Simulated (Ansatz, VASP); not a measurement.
## BN: VASP beside Ansatz

```
B N
1.0
     0.00000    1.81238    1.81238
     1.81238    0.00000    1.81238
     1.81238    1.81238    0.00000
B N
1 1
Direct
  0.50000 0.50000 0.50000
  0.25000 0.25000 0.25000
```

Alike in both runs: functional PBE; k mesh 12 × 12 × 12; occupations gaussian, width 0.02 eV; no spin polarisation.

Ansatz relaxed the structure, and its values are those at the end. VASP's run is a single point on that final structure, the one shown.

|  | VASP | Ansatz |
| --- | --- | --- |
| version | VASP 6.6.1 | Ansatz 0.2.0 |
| potentials or method | VASP PAW PBE potentials, release 64 (B, N), cutoff 520 eV | scalar-relativistic, plane waves, PAW |
| valence electrons in the cell | 8 | 8 |

|  | VASP | Ansatz | Ansatz less VASP |
| --- | --- | --- | --- |
| gap on the k mesh at the Fermi level (eV) | 4.45 | 4.46 | +0.012 |
| least direct gap on the mesh (eV) | 8.78 | 8.79 | +0.011 |
| pressure (GPa) | 0.2 | 0.0 | -0.24 |
